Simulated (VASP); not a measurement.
# Ta2C (P-3m1) in VASP: further runs, part 2 of 2

VASP 6.6.1. Earlier steps stand in the parts before.

## Step 3: Single point, PBEsol (strain +0.1125 x Voigt [1, 1, 0, 0, 0, 0])

INCAR reads:

```
SYSTEM = Ta2C
  PREC = Accurate
  ENCUT = 520
  EDIFF = 1E-6
  ISMEAR = 0
  SIGMA = 0.15
  LREAL = .FALSE.
  LASPH = .TRUE.
  NELM = 60
  ALGO = Normal
  ISIF = 2
  LWAVE = .FALSE.
  LCHARG = .TRUE.
  GGA = PS
  LELF = .TRUE.
  LVHAR = .TRUE.
  NBANDS = 20
```

KPOINTS reads:

```
Automatic mesh
0
G
  18 18 10
  0 0 0
```

POSCAR reads:

```
Ta2C
1.0
    3.4435220313      0.0000000000      0.0000000000
   -1.7217610157      2.9821775576      0.0000000000
    0.0000000000      0.0000000000      4.9210802832
Ta C
2 1
Direct
    0.3333333333      0.6666666667      0.2528761935
    0.6666666667      0.3333333333      0.7471238065
    0.0000000000      0.0000000000      0.0000000000
```

Potentials or basis: VASP PAW PBE potentials, release 64 (Ta_pv, C).

On the command line:

```
> cat potpaw_PBE.64/Ta_pv/POTCAR potpaw_PBE.64/C/POTCAR > POTCAR
> mpirun -np 1 vasp_std > vasp.out
```

OUTCAR:

```text
SYSTEM = Ta2C
   PREC = Accurate
   ENCUT = 520
   EDIFF = 1E-6
   ISMEAR = 0
   LREAL = .FALSE.
   LASPH = .TRUE.
   NELM = 60
   ISIF = 2
   GGA = PS

 ion  position               nearest neighbor table
   1  0.333  0.667  0.253-   3 2.35   3 2.35   3 2.35   2 3.14   2 3.14   2 3.14   2 3.19   2 3.19
                             2 3.19
   2  0.667  0.333  0.747-   3 2.35   3 2.35   3 2.35   1 3.14   1 3.14   1 3.14   1 3.19   1 3.19
                             1 3.19
   3  0.000  0.000  0.000-   1 2.35   2 2.35   2 2.35   1 2.35   2 2.35   1 2.35

  LATTYP: Found a hexagonal cell.
 ALAT       =     3.4435220313
 C/A-ratio  =     1.4290834322

  Lattice vectors:

 A1 = (   3.4435220313,   0.0000000000,   0.0000000000)
 A2 = (  -1.7217610157,   2.9821775576,   0.0000000000)
 A3 = (   0.0000000000,   0.0000000000,   4.9210802832)

Analysis of symmetry for initial positions (statically):
=====================================================================
 Subroutine PRICEL returns:
 Original cell was already a primitive cell.

 Routine SETGRP: Setting up the symmetry group for a
 hexagonal supercell.

 Subroutine GETGRP returns: Found 12 space group operations
 (whereof 12 operations were pure point group operations)
 out of a pool of 24 trial point group operations.

The static configuration has the point symmetry D_3d.

Analysis of symmetry for dynamics (positions and initial velocities):
=====================================================================
 Subroutine PRICEL returns:
 Original cell was already a primitive cell.

 Routine SETGRP: Setting up the symmetry group for a
 hexagonal supercell.

 Subroutine GETGRP returns: Found 12 space group operations
 (whereof 12 operations were pure point group operations)
 out of a pool of 24 trial point group operations.

The dynamic configuration has the point symmetry D_3d.

 Subroutine INISYM returns: Found 12 space group operations
 (whereof 12 operations are pure point group operations),
 and found     1 'primitive' translations

----------------------------------------------------------------------------------------

                                     Primitive cell

  volume of cell :      50.5355

  direct lattice vectors                    reciprocal lattice vectors
     3.443522031  0.000000000  0.000000000     0.290400349  0.167662720  0.000000000
    -1.721761016  2.982177558  0.000000000     0.000000000  0.335325439  0.000000000
     0.000000000  0.000000000  4.921080283     0.000000000  0.000000000  0.203207414

  length of vectors
     3.443522031  3.443522031  4.921080283     0.335325439  0.335325439  0.203207414

  position of ions in fractional coordinates (direct lattice)
     0.333333333  0.666666667  0.252876194
     0.666666667  0.333333333  0.747123806
     0.000000000  0.000000000  0.000000000

  ion indices of the primitive-cell ions
   primitive index   ion index
                 1           1
                 2           2
                 3           3

----------------------------------------------------------------------------------------

 KPOINTS: Automatic mesh

Automatic generation of k-mesh.
 Grid dimensions read from file:
 generate k-points for:   18   18   10

 Generating k-lattice:

  Cartesian coordinates                     Fractional coordinates (reciprocal lattice)
     0.016133353  0.009314596  0.000000000     0.055555556  0.000000000  0.000000000
     0.000000000  0.018629191  0.000000000     0.000000000  0.055555556  0.000000000
     0.000000000  0.000000000  0.020320741     0.000000000  0.000000000  0.100000000

  Length of vectors
     0.018629191  0.018629191  0.020320741

  Shift w.r.t. Gamma in fractional coordinates (k-lattice)
     0.000000000  0.000000000  0.000000000

 Subroutine IBZKPT returns following result:
 ===========================================

 Found    330 irreducible k-points:

 Following reciprocal coordinates:
            Coordinates               Weight
  0.000000  0.000000  0.000000      1.000000
  0.055556 -0.000000  0.000000      6.000000
  0.111111 -0.000000  0.000000      6.000000
  0.166667 -0.000000  0.000000      6.000000
  0.222222  0.000000  0.000000      6.000000
  0.277778 -0.000000  0.000000      6.000000
[... 16 lines left out ...]
  0.333333  0.111111  0.000000     12.000000
  0.388889  0.111111  0.000000     12.000000
 [... further k-points ...]
   k-points           NKPTS =    330   k-points in BZ     NKDIM =    330   number of bands    NBANDS=     20
   number of dos      NEDOS =    301   number of ions     NIONS =      3
   total plane-waves  NPLWV =  31360
   dimension x,y,z NGX =    28 NGY =   28 NGZ =   40
   dimension x,y,z NGXF=    56 NGYF=   56 NGZF=   80
   ions per type =               2   1
   NGX,Y,Z   is equivalent  to a cutoff of  13.52, 13.52, 13.51 a.u.
   NGXF,Y,Z  is equivalent  to a cutoff of  27.04, 27.04, 27.03 a.u.
 SYSTEM =  Ta2C
   PREC   = accura    normal or accurate (medium, high low for compatibility)
   ISTART =      0    job   : 0-new  1-cont  2-samecut
   ICHARG =      2    charge: 1-file 2-atom 10-const
   ISPIN  =      1    spin polarized calculation?
   LNONCOLLINEAR =      F non collinear calculations
   LSORBIT =      F    spin-orbit coupling
   LASPH  =      T    aspherical Exc in radial PAW
   ENCUT  =  520.0 eV  38.22 Ry    6.18 a.u.   6.40  6.40  9.15*2*pi/ulx,y,z
   NELM   =     60;   NELMIN=  2; NELMDL= -5     # of ELM steps
   EDIFF  = 0.1E-05   stopping-criterion for ELM
   LREAL  =      F    real-space projection
   EDIFFG = 0.1E-04   stopping-criterion for IOM
   NSW    =      0    number of steps for IOM
   IBRION =     -1    ionic relax: 0-MD 1-quasi-New 2-CG
   NFREE  =      0    steps in history (QN), initial steepest desc. (CG)
   ISIF   =      2    stress and relaxation
   ISYM   =      2    0-nonsym 1-usesym 2-fastsym
   POTIM  = 0.5000    time-step for ionic-motion
   TEBEG  =    0.0;   TEEND  =   0.0 temperature during run
   PSTRESS=    0.0 pullay stress
   NELECT =      26.0000    total number of electrons
   NUPDOWN=      -1.0000    fix difference up-down
   EMIN   =  10.00;   EMAX   =-10.00  energy-range for DOS
   EFERMI =   0.00;   METHOD = LEGACY
   ISMEAR =     0;   SIGMA  =   0.15  broadening in eV -4-tet -1-fermi 0-gaus
   EFERMI_NEDOS =   21; number of points for ismear=-14 and -15
   IALGO  =     38    algorithm
   IMIX   =      4    mixing-type and parameters
     AMIX     =   0.40;   BMIX     =  1.00
     AMIX_MAG =   1.60;   BMIX_MAG =  1.00
  volume/ion in A,a.u.               =      16.85       113.68
  Fermi-wavevector in a.u.,A,eV,Ry     =   1.311798  2.478939 23.413101  1.720814
  Thomas-Fermi vector in A             =   2.442235
   LORBIT       =      0    0 simple, 1 ext, 2 COOP (PROOUT), +10 PAW based schemes
   GGA     = PS    functional components
   LHFCALC =     F    Hartree Fock is set to
   AEXX    =    0.0000 exact exchange contribution
   IVDW    =     0    specifies the selected vdW correction
   LEPSILON=     F    determine dielectric tensor
   LRPA    =     F    only Hartree local field effects (RPA)
 non-spin polarized calculation
 Gauss-broadening in eV      SIGMA  =   0.15
  energy-cutoff  :      520.00
  volume of cell :       50.54
 maximum number of plane-waves:      1380
 NGX is ok and might be reduce to    28
   NGX = 13   NGY = 13   NGZ = 19

 number of electron      26.0000000 magnetization

 Free energy of the ion-electron system (eV)
  ---------------------------------------------------
  ext. energy  EPLUGINS =         0.00000000
  ---------------------------------------------------
  free energy    TOTEN  =       -35.04506248 eV

  energy without entropy =      -35.03407900  energy(sigma->0) =      -35.03957074

 E-fermi :   4.6345     XC(G=0): -11.8747

 val. band max:        4.6301758983   @ k =   0.0556   0.0556   0.0000
 cond. band min:       4.6358865379   @ k =   0.1667  -0.0000   0.5000
 fundamental gap:      0.0057106396
 Fermi energy:         4.6345088823

 k-point     1 :       0.0000    0.0000    0.0000
  band No.  band energies     occupation
      1     -30.2847      2.00000
      2     -30.0600      2.00000
      3     -30.0600      2.00000
      4     -29.9599      2.00000
      5     -29.9599      2.00000
      6     -29.7704      2.00000
[... 12 lines left out ...]
     19       7.2444      0.00000
     20      10.9242      0.00000
[... 507 lines left out ...]
 k-point    24 :       0.3889    0.1111    0.0000
  band No.  band energies     occupation
      1     -30.2446      2.00000
      2     -30.1503      2.00000
      3     -30.1279      2.00000
      4     -30.0879      2.00000
      5     -29.9872      2.00000
      6     -29.9183      2.00000
[... 12 lines left out ...]
     19       8.6841      0.00000
     20       9.5383      0.00000

 [... further k-points ...]
[... 5 lines left out ...]
  --------------------------------------------------------------------------------------
  -------------------------------------------------------------------------------------
  Total      -14.3123362    -14.3123362     -7.2153207      0.0000000     -0.0000000     -0.0000000
  in kB     -453.7580035   -453.7580035   -228.7543734      0.0000000     -0.0000000     -0.0000000
  external PRESSURE =    -378.7567934 kB  Pullay stress =       0.0000000 kB

 VOLUME and BASIS-vectors are now :
 -----------------------------------------------------------------------------
  energy-cutoff  :      520.00
  volume of cell :       50.54
      direct lattice vectors                 reciprocal lattice vectors
     3.443522031  0.000000000  0.000000000     0.290400349  0.167662720  0.000000000
    -1.721761016  2.982177558  0.000000000     0.000000000  0.335325439  0.000000000
     0.000000000  0.000000000  4.921080283     0.000000000  0.000000000  0.203207414

 POSITION                                       TOTAL-FORCE (eV/Angst)
 -----------------------------------------------------------------------------------
     -0.00000      1.98812      1.24442         0.000000      0.000000     -1.154745
      1.72176      0.99406      3.67666        -0.000000     -0.000000      1.154745
      0.00000      0.00000      0.00000         0.000000      0.000000      0.000000
 -----------------------------------------------------------------------------------
    total drift:                                0.000000     -0.000000     -0.000000

  FREE ENERGIE OF THE ION-ELECTRON SYSTEM (eV)
  ---------------------------------------------------
  free  energy   TOTEN  =       -35.0450624845 eV

  energy  without entropy=      -35.0340789967  energy(sigma->0) =      -35.03957074
```

stdout:

```text
POSCAR found type information on POSCAR TaC
 POSCAR found :  2 types and       3 ions
 scaLAPACK will be used
 -----------------------------------------------------------------------------
|                                                                             |
|                                                                             |
|     You enforced a specific xc type in the INCAR file but a different       |
|     I HOPE YOU KNOW WHAT YOU ARE DOING!                                     |
|                                                                             |
 -----------------------------------------------------------------------------

 LDA part: xc-table for (Slater+PW92), standard interpolation
 POSCAR, INCAR and KPOINTS ok, starting setup
 FFT: planning ... GRIDC
 FFT: planning ... GRID_SOFT
 FFT: planning ... GRID
 WAVECAR not read
 entering main loop
```

It took 7.8 min on 1 thread of AMD EPYC 7R43 (Zen 3), shared host; peak memory 0.38 GiB.

Results:

```yaml
Free_energy: -35.0451 eV
Pressure: -37.9 GPa
Largest_force: 1.155 eV/Å
Band_gap_on_the_k_mesh: zero (bands 13 and 14 overlap by 0.88 eV)
```

Forces on the atoms (eV/Å):
```
Ta   0.000  0.000 -1.155
Ta   0.000  0.000  1.155
C    0.000  0.000  0.000
```

Levels at points of the mesh, in eV from the Fermi level:
```csv
k point,band 10,band 11,band 12,band 13,band 14,band 15,band 16,band 17
"(0.00, 0.00, 0.00)",-3.14,-2.67,0.47,0.47,0.59,0.59,0.92,2.01
"(0.50, 0.00, 0.00)",-3.10,-2.68,-1.66,-0.27,2.08,3.32,3.42,3.76
"(0.00, 0.00, 0.50)",-3.41,-0.80,-0.64,-0.40,-0.40,2.51,2.51,2.99
"(0.50, 0.00, 0.50)",-3.06,-1.66,-1.12,-0.97,1.01,2.01,2.74,3.23
```

Caveat: the cell differs from its parent crystal (strain +0.1125 x Voigt [1, 1, 0, 0, 0, 0]); the stress differs along the axes, from -45 to -23 GPa; the PAW data sets were made with another functional, which shifts forces and pressure a little; spin-orbit coupling is left out, which moves the levels of the heavy elements.

## Step 4: Single point, PBEsol (strain +0.1312 x Voigt [1, 1, 0, 0, 0, 0])

INCAR reads:

```
ALGO     = Normal         # electronic algorithm
EDIFF    = 1E-7           # SCF threshold, eV
ENCUT    = 520            # plane-wave cutoff, eV
GGA      = PS             # functional
ISIF     = 2              # what is computed and relaxed
ISMEAR   = 0              # smearing method
LASPH    = T              # aspherical terms in the spheres
LCHARG   = F              # write CHGCAR
LREAL    = F              # projectors in reciprocal space
LWAVE    = F              # write WAVECAR
NBANDS   = 20             # bands
NELM     = 80             # most SCF steps
PREC     = Accurate       # precision mode
SIGMA    = 0.15           # smearing width, eV
```

KPOINTS reads:

```
k-points
0
Gamma
  18 18 10
```

POSCAR reads:

```
Ta2C
1.0
    3.5014041545      0.0000000000      0.0000000000
   -1.7507020773      3.0323049467      0.0000000000
    0.0000000000      0.0000000000      4.9210802832
Ta C
2 1
Direct
    0.3333333333      0.6666666667      0.2528761935
    0.6666666667      0.3333333333      0.7471238065
    0.0000000000      0.0000000000      0.0000000000
```

On the command line:

```
> cat potpaw_PBE.64/Ta_pv/POTCAR potpaw_PBE.64/C/POTCAR > POTCAR
> mpirun -np 1 vasp_std > vasp.out
```

Wall time 8.8 min (1 thread of AMD EPYC 7R43 (Zen 3), shared host); peak memory 0.38 GiB.

The run converged. Its results:

```yaml
Free_energy: -34.5424 eV
Pressure: -40.6 GPa
Largest_force: 1.282 eV/Å
Band_gap_on_the_k_mesh: zero (bands 13 and 14 overlap by 0.82 eV)
```

Forces in eV/Å, atoms in the order of the input:
```
Ta   0.000  0.000 -1.282
Ta   0.000  0.000  1.282
C    0.000  0.000  0.000
```

Stress tensor (GPa, compression positive):
```
-48.57   0.00   0.00
  0.00 -48.57   0.00
  0.00   0.00 -24.67
```

Levels at points of the mesh, in eV from the Fermi level:
```csv
k point,band 11,band 12,band 13,band 14,band 15,band 16
"(0.00, 0.00, 0.00)",-2.62,0.40,0.40,0.60,0.60,1.03
"(0.50, 0.00, 0.00)",-2.53,-1.62,-0.26,1.91,3.11,3.23
"(0.00, 0.00, 0.50)",-0.68,-0.49,-0.42,-0.42,2.46,2.46
"(0.50, 0.00, 0.50)",-1.57,-1.08,-0.92,0.94,2.07,2.54
```

Caveat: the cell differs from its parent crystal (strain +0.1312 x Voigt [1, 1, 0, 0, 0, 0]); the stress differs along the axes, from -49 to -25 GPa; the PAW data sets were made with another functional, which shifts forces and pressure a little; spin-orbit coupling is left out, which moves the levels of the heavy elements.

## Step 5: Overview

```csv
cell,gap on the mesh (eV),pressure (GPa),largest force (eV/Å)
"a = 3.327, b = 3.327, c = 4.921 Å, angles 90.0, 90.0, 120.0°, 3 atoms",none,-29.9,0.85
"a = 3.444, b = 3.444, c = 4.921 Å, angles 90.0, 90.0, 120.0°, 3 atoms",none,-37.9,1.15
"a = 3.501, b = 3.501, c = 4.921 Å, angles 90.0, 90.0, 120.0°, 3 atoms",none,-40.6,1.28
```

Alike in all rows: task single point; level PBEsol; potentials or basis VASP PAW PBE potentials, release 64 (Ta_pv, C); no spin polarisation; k mesh 18 × 18 × 10; cutoff (eV) 520; smearing gaussian 0.15 eV.

Caveats: the PAW data sets were made with another functional, which shifts forces and pressure a little; spin-orbit coupling is left out, which moves the levels of the heavy elements; the stress differs along the axes, from -36 to -18 GPa (at least some runs); the stress differs along the axes, from -45 to -23 GPa (at least some runs); the stress differs along the axes, from -49 to -25 GPa (at least some runs).

Absolute energies hang on the potentials; compare differences alone.
